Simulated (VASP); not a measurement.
Set up this calculation in VASP 6.6.1, as the native input.

```
Task                   : single point
Functional             : PBEsol
Potentials or basis    : VASP PAW PBE potentials, release 64 (Pt, Ti_sv)
Cutoff                 : 520 eV
k mesh                 : 12 × 12 × 12
Occupations            : gaussian, width 0.1 eV
Spin                   : no spin polarisation
Dipole correction      : no
Further INCAR settings : ALGO = Fast; EDIFF = 1e-07; NBANDS = 29
```

The structure of TiPt3 lies in POSCAR:

```
TiPt3
1.0
    3.8993383521      0.0000000000      0.0000000000
    0.0000000000      3.8993383521      0.0000000000
    0.0000000000      0.0000000000      3.8993383521
Pt Ti
3 1
Direct
    0.0000000000      0.5000000000      0.5000000000
    0.5000000000      0.0000000000      0.5000000000
    0.5000000000      0.5000000000      0.0000000000
    0.0000000000      0.0000000000      0.0000000000
```

These files were run (other wordings do the same):

INCAR

```
SYSTEM = TiPt3
ALGO = Fast
EDIFF = 1E-7
ENCUT = 520
GGA = PS
ISIF = 2
ISMEAR = 0
LASPH = .TRUE.
LCHARG = .FALSE.
LREAL = .FALSE.
LWAVE = .FALSE.
NBANDS = 29
NELM = 100
PREC = Accurate
SIGMA = 0.1
```

KPOINTS

```
k-points
0
G
  12 12 12
  0 0 0
```

Potentials or basis: VASP PAW PBE potentials, release 64 (Pt, Ti_sv).

Launch:

```bash
$ cat potpaw_PBE.64/Pt/POTCAR potpaw_PBE.64/Ti_sv/POTCAR > POTCAR
$ mpirun -np 1 vasp_std > vasp.out
```

It gave:

```
Pressure               : -0.3 GPa
Band gap on the k mesh : zero (band 21 reaches 13.06 eV, above the bottom of band 22 at 11.22 eV)
```

Caveat: the PAW data sets were made with another functional, which shifts forces and pressure a little; spin-orbit coupling is left out, which moves the levels of the heavy elements.

It took 8.8 min on 1 thread of Intel Xeon 6975P-C, with other jobs on the host, peak memory 0.26 GiB.
